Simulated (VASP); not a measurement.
Here is a VASP 6.6.1 calculation.

POSCAR

```
WSe2
1.0
    3.3326641206      0.0000000000      0.0000000000
   -1.6663320603      2.8861717907      0.0000000000
    0.0000000000      0.0000000000     13.0829574032
W Se
2 4
Direct
    0.3333333333      0.6666666667      0.2500000000
    0.6666666667      0.3333333333      0.7500000000
    0.6666666667      0.3333333333      0.3764016297
    0.6666666667      0.3333333333      0.1235983703
    0.3333333333      0.6666666667      0.8764016297
    0.3333333333      0.6666666667      0.6235983703
```

The input INCAR.step1:

```
PREC = Accurate
ENCUT = 520
ISMEAR = 0
SIGMA = 0.01
LREAL = False
LASPH = True
NELM = 80
NBANDS = 35
GGA = PE
ALGO = Normal
EDIFF = 1E-4
LWAVE = True
LCHARG = False
```

File INCAR.step2:

```
PREC = Accurate
ENCUT = 520
EDIFF = 1E-7
ISMEAR = 0
SIGMA = 0.01
LREAL = False
LASPH = True
NELM = 80
ALGO = Normal
ISIF = 2
LWAVE = False
LCHARG = False
METAGGA = R2SCAN
LMIXTAU = True
NBANDS = 35
ISTART = 1
```

File KPOINTS:

```
Automatic mesh
0
Gamma
  12 12 2
```

Potentials or basis: VASP PAW PBE potentials, release 64 (W_sv, Se).

Launch:

```console
$ cat potpaw_PBE.64/W_sv/POTCAR potpaw_PBE.64/Se/POTCAR > POTCAR
$ cp INCAR.step1 INCAR
$ mpirun -np 1 vasp_std > vasp.out
$ cp INCAR.step2 INCAR
$ mpirun -np 1 vasp_std > vasp.out
```

**Question.** Predict the pressure.

**Answer.** 0.1 GPa.

**Question.** Estimate the band gap on the k mesh.

**Answer.** 1.13 eV, indirect (least direct gap 1.49 eV).

**Question.** What does it give for the largest force?

**Answer.** 0.005 eV/Å.

Forces in eV/Å, atoms in the order of the input:
```
W    0.000  0.000  0.000
W    0.000  0.000  0.000
Se   0.000  0.000  0.005
Se   0.000  0.000 -0.005
Se   0.000  0.000  0.005
Se   0.000  0.000 -0.005
```

Caveat: the cell differs from its parent crystal (epitaxial xy strain +1.0%); the PAW data sets were made with another functional, which shifts forces and pressure a little; spin-orbit coupling is left out, which moves the levels of the heavy elements. A k mesh can miss the band edges.
